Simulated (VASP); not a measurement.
# SnSe (Pnma) in VASP: a series of runs

Runs on SnSe. Level: r2SCAN+D3(BJ). Tasks: single point.

Everything below comes from runs of VASP 6.6.1. Logs are shortened: lines on timing, memory, paths and dates and some standing lists are left out, and cuts for length are marked.

**What was measured.**

From “Linear dichroism of the optical properties of SnS and SnSe van der Waals crystals”, 2024, arxiv:2409.17412, for a bulk crystal of SnSe at 300 K: band gap 0.89 eV (indirect).

The runs below are set against these values where they give the same quantity.

## 1. The cell of the first run

It takes space group Pnma (No. 62, orthorhombic). The conventional cell has a = 11.721 Å, b = 4.131 Å, c = 4.682 Å, α = 90.00°, β = 90.00°, γ = 90.00°. Sn (site symmetry m) has 6 Se at 2.76 to 3.58 Å and 2 Sn at 3.70 Å within 3.7 Å. Within 3.6 Å of Se (site symmetry m) lie 6 Sn at 2.76 to 3.58 Å.

## 2. Single point, r2SCAN+D3(BJ) (28.33 Å³/atom)

The input, POSCAR:

```
SnSe
1.0
   11.7207262439      0.0000000000      0.0000000000
    0.0000000000      4.1309593665      0.0000000000
    0.0000000000      0.0000000000      4.6816549462
Sn Se
4 4
Direct
    0.1211722322      0.2500000000      0.1236047726
    0.3788277678      0.7500000000      0.6236047726
    0.6211722322      0.2500000000      0.3763952274
    0.8788277678      0.7500000000      0.8763952274
    0.3520164142      0.2500000000      0.0127218294
    0.1479835858      0.7500000000      0.5127218294
    0.8520164142      0.2500000000      0.4872781706
    0.6479835858      0.7500000000      0.9872781706
```

The input, INCAR.step1:

```
SYSTEM = SnSe
ALGO     = Normal         ! electronic algorithm
EDIFF    = 1E-4           ! SCF threshold, eV
ENCUT    = 520            ! plane-wave cutoff, eV
GGA      = PE             ! functional
ISMEAR   = 0              ! smearing method
LASPH    = .TRUE.         ! aspherical terms in the spheres
LCHARG   = .FALSE.        ! write CHGCAR
LREAL    = .FALSE.        ! projectors in reciprocal space
LWAVE    = .TRUE.         ! write WAVECAR
NBANDS   = 50             ! bands
NELM     = 60             ! most SCF steps
PREC     = Accurate       ! precision mode
SIGMA    = 0.05           ! smearing width, eV
```

The input, INCAR.step2:

```
SYSTEM = SnSe
ALGO     = Normal         ! electronic algorithm
EDIFF    = 1E-7           ! SCF threshold, eV
ENCUT    = 520            ! plane-wave cutoff, eV
ISIF     = 2              ! what is computed and relaxed
ISMEAR   = 0              ! smearing method
ISTART   = 1            
IVDW     = 12             ! dispersion correction
LASPH    = .TRUE.         ! aspherical terms in the spheres
LCHARG   = .FALSE.        ! write CHGCAR
LMIXTAU  = .TRUE.       
LREAL    = .FALSE.        ! projectors in reciprocal space
LWAVE    = .FALSE.        ! write WAVECAR
METAGGA  = R2SCAN         ! meta-GGA
NBANDS   = 50             ! bands
NELM     = 60             ! most SCF steps
PREC     = Accurate       ! precision mode
SIGMA    = 0.05           ! smearing width, eV
VDW_A1   = 0.49484001   
VDW_A2   = 5.73083694   
VDW_S6   = 1.0          
VDW_S8   = 0.78981345
```

The input, KPOINTS:

```
k-points
0
G
  4 8 6
  0 0 0
```

Potentials or basis: VASP PAW PBE potentials, release 64 (Sn_d, Se).

Run with:

```console
cat potpaw_PBE.64/Sn_d/POTCAR potpaw_PBE.64/Se/POTCAR > POTCAR
cp INCAR.step1 INCAR
mpirun -np 1 vasp_std > vasp.out
cp INCAR.step2 INCAR
mpirun -np 1 vasp_std > vasp.out
```

OUTCAR:

```text
SYSTEM = SnSe
   EDIFF = 1E-7
   ENCUT = 520
   ISIF = 2
   ISMEAR = 0
   ISTART = 1
   IVDW = 12
   LASPH = .TRUE.
   LREAL = .FALSE.
   METAGGA = R2SCAN
   NELM = 60
   PREC = Accurate
 IVDW          = 12

 ion  position               nearest neighbor table
   1  0.121  0.250  0.124-   5 2.76   6 2.77   6 2.77   4 3.70   4 3.70
   2  0.379  0.750  0.624-   6 2.76   5 2.77   5 2.77   3 3.70   3 3.70
   3  0.621  0.250  0.376-   7 2.76   8 2.77   8 2.77   2 3.70   2 3.70
   4  0.879  0.750  0.876-   8 2.76   7 2.77   7 2.77   1 3.70   1 3.70
   5  0.352  0.250  0.013-   1 2.76   2 2.77   2 2.77
   6  0.148  0.750  0.513-   2 2.76   1 2.77   1 2.77
   7  0.852  0.250  0.487-   3 2.76   4 2.77   4 2.77
   8  0.648  0.750  0.987-   4 2.76   3 2.77   3 2.77

  LATTYP: Found a simple orthorhombic cell.
 ALAT       =     4.1309593665
 B/A-ratio  =     1.1333093674
 C/A-ratio  =     2.8372891631

  Lattice vectors:

 A1 = (   0.0000000000,   4.1309593665,   0.0000000000)
 A2 = (   0.0000000000,   0.0000000000,   4.6816549462)
 A3 = (  11.7207262439,   0.0000000000,   0.0000000000)

Analysis of symmetry for initial positions (statically):
=====================================================================
 Subroutine PRICEL returns:
 Original cell was already a primitive cell.

 Routine SETGRP: Setting up the symmetry group for a
 simple orthorhombic supercell.

 Subroutine GETGRP returns: Found  8 space group operations
 (whereof  2 operations were pure point group operations)
 out of a pool of  8 trial point group operations.

The static configuration has the point symmetry S_2 .
 The point group associated with its full space group is D_2h.

Analysis of symmetry for dynamics (positions and initial velocities):
=====================================================================
 Subroutine PRICEL returns:
 Original cell was already a primitive cell.

 Routine SETGRP: Setting up the symmetry group for a
 simple orthorhombic supercell.

 Subroutine GETGRP returns: Found  8 space group operations
 (whereof  2 operations were pure point group operations)
 out of a pool of  8 trial point group operations.

The dynamic configuration has the point symmetry S_2 .
 The point group associated with its full space group is D_2h.

 Subroutine INISYM returns: Found  8 space group operations
 (whereof  2 operations are pure point group operations),
 and found     1 'primitive' translations

----------------------------------------------------------------------------------------

                                     Primitive cell

  volume of cell :     226.6756

  direct lattice vectors                    reciprocal lattice vectors
    11.720726244  0.000000000  0.000000000     0.085318945  0.000000000  0.000000000
     0.000000000  4.130959366  0.000000000     0.000000000  0.242074519  0.000000000
     0.000000000  0.000000000  4.681654946     0.000000000  0.000000000  0.213599680

  length of vectors
    11.720726244  4.130959366  4.681654946     0.085318945  0.242074519  0.213599680

  position of ions in fractional coordinates (direct lattice)
     0.121172232  0.250000000  0.123604773
     0.378827768  0.750000000  0.623604773
     0.621172232  0.250000000  0.376395227
     0.878827768  0.750000000  0.876395227
     0.352016414  0.250000000  0.012721829
     0.147983586  0.750000000  0.512721829
     0.852016414  0.250000000  0.487278171
     0.647983586  0.750000000  0.987278171

  ion indices of the primitive-cell ions
   primitive index   ion index
                 1           1
                 2           2
                 3           3
                 4           4
                 5           5
                 6           6
                 7           7
                 8           8

----------------------------------------------------------------------------------------

 KPOINTS: k-points

Automatic generation of k-mesh.
 Grid dimensions read from file:
 generate k-points for:    4    8    6

 Generating k-lattice:

  Cartesian coordinates                     Fractional coordinates (reciprocal lattice)
     0.021329736  0.000000000  0.000000000     0.250000000  0.000000000  0.000000000
     0.000000000  0.030259315  0.000000000     0.000000000  0.125000000  0.000000000
     0.000000000  0.000000000  0.035599947     0.000000000  0.000000000  0.166666667

  Length of vectors
     0.021329736  0.030259315  0.035599947

  Shift w.r.t. Gamma in fractional coordinates (k-lattice)
     0.000000000  0.000000000  0.000000000

 Subroutine IBZKPT returns following result:
 ===========================================

 Found     60 irreducible k-points:

 Following reciprocal coordinates:
            Coordinates               Weight
  0.000000  0.000000  0.000000      1.000000
  0.250000  0.000000  0.000000      2.000000
  0.500000  0.000000  0.000000      1.000000
  0.000000  0.125000  0.000000      2.000000
  0.250000  0.125000  0.000000      4.000000
[... 34 lines left out ...]
   NELECT =      80.0000    total number of electrons
   NUPDOWN=      -1.0000    fix difference up-down
   EMIN   =  10.00;   EMAX   =-10.00  energy-range for DOS
   EFERMI =   0.00;   METHOD = LEGACY
   ISMEAR =     0;   SIGMA  =   0.05  broadening in eV -4-tet -1-fermi 0-gaus
   EFERMI_NEDOS =   21; number of points for ismear=-14 and -15
   IALGO  =     38    algorithm
   IMIX   =      4    mixing-type and parameters
     AMIX     =   0.40;   BMIX     =  1.00
     AMIX_MAG =   1.60;   BMIX_MAG =  1.00
  volume/ion in A,a.u.               =      28.33       191.21
  Fermi-wavevector in a.u.,A,eV,Ry     =   1.156920  2.186261 18.210897  1.338463
  Thomas-Fermi vector in A             =   2.293536
   LORBIT       =      0    0 simple, 1 ext, 2 COOP (PROOUT), +10 PAW based schemes
   METAGGA = R2SCAN    functional components
   LHFCALC =     F    Hartree Fock is set to
   AEXX    =    0.0000 exact exchange contribution
   IVDW    =    12    specifies the selected vdW correction
   LEPSILON=     F    determine dielectric tensor
   LRPA    =     F    only Hartree local field effects (RPA)
 non-spin polarized calculation
 Gauss-broadening in eV      SIGMA  =   0.05
  energy-cutoff  :      520.00
  volume of cell :      226.68
 maximum number of plane-waves:      6132
 NGX is ok and might be reduce to    90
   NGX = 43   NGY = 15   NGZ = 17

 number of electron      79.9999962 magnetization

 Free energy of the ion-electron system (eV)
  ---------------------------------------------------
  ext. energy  EPLUGINS =         0.00000000
  ---------------------------------------------------
  free energy    TOTEN  =      -159.84674229 eV

  energy without entropy =     -159.84674229  energy(sigma->0) =     -159.84674229

 E-fermi :   4.7927     XC(G=0):  -9.9301

 val. band max:        4.5830025417   @ k =   0.0000   0.0000   0.3333
 cond. band min:       5.6458559046   @ k =   0.0000   0.3750   0.0000
 fundamental gap:      1.0628533629
 Fermi energy:         4.7927075061

 k-point     1 :       0.0000    0.0000    0.0000
  band No.  band energies     occupation
      1     -17.3027      2.00000
      2     -17.2915      2.00000
      3     -17.2841      2.00000
      4     -17.2814      2.00000
      5     -17.2781      2.00000
      6     -17.2778      2.00000
[... 42 lines left out ...]
     49       9.6298      0.00000
     50       9.9303      0.00000

 k-point     2 :       0.2500    0.0000    0.0000
  band No.  band energies     occupation
      1     -17.3015      2.00000
      2     -17.2940      2.00000
      3     -17.2825      2.00000
      4     -17.2811      2.00000
      5     -17.2792      2.00000
      6     -17.2784      2.00000
[... 42 lines left out ...]
     49       9.9071      0.00000
     50       9.9700      0.00000

 k-point     3 :       0.5000    0.0000    0.0000
  band No.  band energies     occupation
      1     -17.2982      2.00000
      2     -17.2982      2.00000
      3     -17.2803      2.00000
      4     -17.2803      2.00000
      5     -17.2801      2.00000
      6     -17.2801      2.00000
[... 1102 lines left out ...]
     49       8.9620      0.00000
     50       9.5528      0.00000

 k-point    24 :       0.5000    0.2500    0.1667
  band No.  band energies     occupation
      1     -17.2938      2.00000
      2     -17.2938      2.00000
      3     -17.2878      2.00000
      4     -17.2878      2.00000
      5     -17.2775      2.00000
      6     -17.2775      2.00000
[... 42 lines left out ...]
     49       9.1886      0.00000
     50       9.1886      0.00000

 [... further k-points ...]

------------------------ aborting loop because EDIFF is reached ----------------------------------------

 Edisp (eV)   -1.28196

 E8    (eV) :    -0.4518

  FORCE on cell =-STRESS in cart. coord.  units (eV):
  Direction    XX          YY          ZZ          XY          YZ          ZX
  --------------------------------------------------------------------------------------
  -------------------------------------------------------------------------------------
  Total      -0.85234    -0.93366    -0.86354     0.00000     0.00000     0.00000
  in kB      -6.02445    -6.59921    -6.10364     0.00000     0.00000     0.00000
  external pressure =       -6.24 kB  Pullay stress =        0.00 kB

 VOLUME and BASIS-vectors are now :
 -----------------------------------------------------------------------------
  energy-cutoff  :      520.00
  volume of cell :      226.68
      direct lattice vectors                 reciprocal lattice vectors
    11.720726244  0.000000000  0.000000000     0.085318945  0.000000000  0.000000000
     0.000000000  4.130959366  0.000000000     0.000000000  0.242074519  0.000000000
     0.000000000  0.000000000  4.681654946     0.000000000  0.000000000  0.213599680

 POSITION                                       TOTAL-FORCE (eV/Angst)
 -----------------------------------------------------------------------------------
      1.42023      1.03274      0.57867        -0.026171      0.000000     -0.009787
      4.44014      3.09822      2.91950         0.026171     -0.000000     -0.009787
      7.28059      1.03274      1.76215        -0.026171     -0.000000      0.009787
     10.30050      3.09822      4.10298         0.026171      0.000000      0.009787
      4.12589      1.03274      0.05956         0.014411     -0.000000      0.009054
      1.73448      3.09822      2.40039        -0.014411      0.000000      0.009054
      9.98625      1.03274      2.28127         0.014411      0.000000     -0.009054
      7.59484      3.09822      4.62210        -0.014411      0.000000     -0.009054
 -----------------------------------------------------------------------------------
    total drift:                                0.000000     -0.000000      0.000000

  FREE ENERGIE OF THE ION-ELECTRON SYSTEM (eV)
  ---------------------------------------------------
  free  energy   TOTEN  =      -161.1287066928 eV

  energy  without entropy=     -161.1287066928  energy(sigma->0) =     -161.12870669
```

It took 52 min on 1 thread of Oxide Virtual Turin-like, shared host; peak memory 0.66 GiB.

Results:

```yaml
Free_energy: -161.1287 eV
Pressure: -0.6 GPa
Largest_force: 0.028 eV/Å
Band_gap_on_the_k_mesh: 1.06 eV (least direct gap 1.40 eV)
Dispersion_energy_per_atom: -0.160 eV
```

Forces in eV/Å, atoms in the order of the input:
```
Sn  -0.026  0.000 -0.010
Sn   0.026  0.000 -0.010
Sn  -0.026  0.000  0.010
Sn   0.026  0.000  0.010
Se   0.014  0.000  0.009
Se  -0.014  0.000  0.009
Se   0.014  0.000 -0.009
Se  -0.014  0.000 -0.009
```

Levels at points of the mesh, in eV from the valence-band top:
```
           k point  band 38  band 39  band 40  band 41  band 42  band 43
(0.00, 0.00, 0.00)    -0.94    -0.72    -0.26     1.21     2.99     3.06
(0.50, 0.00, 0.00)    -1.77    -0.45    -0.45     2.72     2.72     2.86
(0.00, 0.50, 0.00)    -1.07    -0.94    -0.94     1.52     1.52     1.55
(0.50, 0.50, 0.00)    -1.16    -1.16    -1.16     1.77     1.77     1.77
(0.00, 0.00, 0.50)    -0.78    -0.10    -0.10     1.64     1.64     2.14
(0.50, 0.00, 0.50)    -0.55    -0.12    -0.12     1.66     1.66     2.14
(0.00, 0.50, 0.50)    -2.07    -1.25    -1.25     3.00     3.00     3.26
(0.50, 0.50, 0.50)    -1.41    -1.41    -1.41     2.88     2.88     2.88
```

Caveat: the PAW data sets were made with another functional, which shifts forces and pressure a little; spin-orbit coupling is left out, which moves the levels of the heavy elements.

## 3. Single point, r2SCAN+D3(BJ) (27.24 Å³/atom)

This run uses another cell than the first one, of 27.24 Å³/atom.

The input, POSCAR:

```
SnSe
1.0
   11.5232752415      0.0000000000      0.0000000000
    0.0000000000      4.1133300099      0.0000000000
    0.0000000000      0.0000000000      4.5983499378
Sn Se
4 4
Direct
    0.1179098946      0.2500000000      0.1177042693
    0.3820901054      0.7500000000      0.6177042693
    0.6179098946      0.2500000000      0.3822957307
    0.8820901054      0.7500000000      0.8822957307
    0.3534145649      0.2500000000      0.0134790129
    0.1465854351      0.7500000000      0.5134790129
    0.8534145649      0.2500000000      0.4865209871
    0.6465854351      0.7500000000      0.9865209871
```

The input, INCAR.step1:

```
SYSTEM = SnSe
PREC     = Accurate       ! precision mode
ENCUT    = 520            ! plane-wave cutoff, eV
ISMEAR   = 0              ! smearing method
SIGMA    = 0.05           ! smearing width, eV
LREAL    = .False.        ! projectors in reciprocal space
LASPH    = .True.         ! aspherical terms in the spheres
NELM     = 80             ! most SCF steps
NBANDS   = 50             ! bands
GGA      = PE             ! functional
ALGO     = Normal         ! electronic algorithm
EDIFF    = 1E-4           ! SCF threshold, eV
LWAVE    = .True.         ! write WAVECAR
LCHARG   = .False.        ! write CHGCAR
```

The input, INCAR.step2:

```
SYSTEM = SnSe
PREC     = Accurate       ! precision mode
ENCUT    = 520            ! plane-wave cutoff, eV
EDIFF    = 1E-6           ! SCF threshold, eV
ISMEAR   = 0              ! smearing method
SIGMA    = 0.05           ! smearing width, eV
LREAL    = .False.        ! projectors in reciprocal space
LASPH    = .True.         ! aspherical terms in the spheres
NELM     = 80             ! most SCF steps
ALGO     = Normal         ! electronic algorithm
ISIF     = 2              ! what is computed and relaxed
LWAVE    = .False.        ! write WAVECAR
LCHARG   = .True.         ! write CHGCAR
METAGGA  = R2SCAN         ! meta-GGA
LMIXTAU  = .True.       
IVDW     = 12             ! dispersion correction
VDW_S6   = 1.0          
VDW_S8   = 0.78981345   
VDW_A1   = 0.49484001   
VDW_A2   = 5.73083694   
LELF     = .True.         ! ELF
LVHAR    = .True.       
NBANDS   = 50             ! bands
ISTART   = 1
```

The input, KPOINTS:

```
Automatic mesh
0
Gamma
  4 8 6
  0 0 0
```

Potentials or basis: VASP PAW PBE potentials, release 64 (Sn_d, Se).

Run with:

```console
cat potpaw_PBE.64/Sn_d/POTCAR potpaw_PBE.64/Se/POTCAR > POTCAR
cp INCAR.step1 INCAR
mpirun -np 1 vasp_std > vasp.out
cp INCAR.step2 INCAR
mpirun -np 1 vasp_std > vasp.out
```

Wall time 37 min (1 thread of Oxide Virtual Turin-like, shared host); peak memory 0.65 GiB.

It converged, with:

```yaml
Free_energy: -161.1507 eV
Pressure: 0.0 GPa
Largest_force: 0.019 eV/Å
Band_gap_on_the_k_mesh: 0.99 eV (least direct gap 1.33 eV)
Dispersion_energy_per_atom: -0.166 eV
```

Forces in eV/Å, atoms in the order of the input:
```
Sn  -0.015  0.000 -0.012
Sn   0.015  0.000 -0.012
Sn  -0.015  0.000  0.012
Sn   0.015  0.000  0.012
Se   0.005  0.000  0.013
Se  -0.005  0.000  0.013
Se   0.005  0.000 -0.013
Se  -0.005  0.000 -0.013
```

Levels at points of the mesh, in eV from the valence-band top:
```tsv
k point	band 37	band 38	band 39	band 40	band 41	band 42	band 43	band 44
(0.00, 0.00, 0.00)	-1.63	-0.99	-0.82	-0.35	1.08	2.99	3.08	3.18
(0.50, 0.00, 0.00)	-1.88	-1.88	-0.53	-0.53	2.78	2.78	2.82	2.82
(0.00, 0.50, 0.00)	-1.09	-1.09	-1.01	-1.01	1.41	1.41	1.57	1.57
(0.50, 0.50, 0.00)	-1.22	-1.22	-1.22	-1.22	1.74	1.74	1.74	1.74
(0.00, 0.00, 0.50)	-0.84	-0.84	-0.09	-0.09	1.58	1.58	2.12	2.12
(0.50, 0.00, 0.50)	-0.57	-0.57	-0.10	-0.10	1.57	1.57	2.14	2.14
(0.00, 0.50, 0.50)	-2.26	-2.26	-1.38	-1.38	2.93	2.93	3.23	3.23
(0.50, 0.50, 0.50)	-1.51	-1.51	-1.51	-1.51	2.77	2.77	2.77	2.77
```

Caveat: the PAW data sets were made with another functional, which shifts forces and pressure a little; spin-orbit coupling is left out, which moves the levels of the heavy elements.

## 4. Against experiment

Step 2. Measured gap of SnSe: 0.89 eV (indirect; 300 K; “Linear dichroism of the optical properties of SnS and SnSe van der Waals crystals”, 2024, arxiv:2409.17412). This calculation gives 1.06 eV (+0.17 eV). 2 values of this kind are on record (0.89 to 0.99 eV); this one was drawn at random. Spin-orbit coupling on Se, Sn is left out. The value is that of r2SCAN+D3(BJ) on a finite k mesh, which can miss the band edges, without temperature or zero-point motion.

Step 3. Measured gap of SnSe: 0.89 eV (indirect; 300 K; “Linear dichroism of the optical properties of SnS and SnSe van der Waals crystals”, 2024, arxiv:2409.17412). This calculation gives 0.99 eV (+0.10 eV). 2 values of this kind are on record (0.89 to 0.99 eV); this one was drawn at random. Spin-orbit coupling on Se, Sn is left out. The value is that of r2SCAN+D3(BJ) on a finite k mesh, which can miss the band edges, without temperature or zero-point motion.
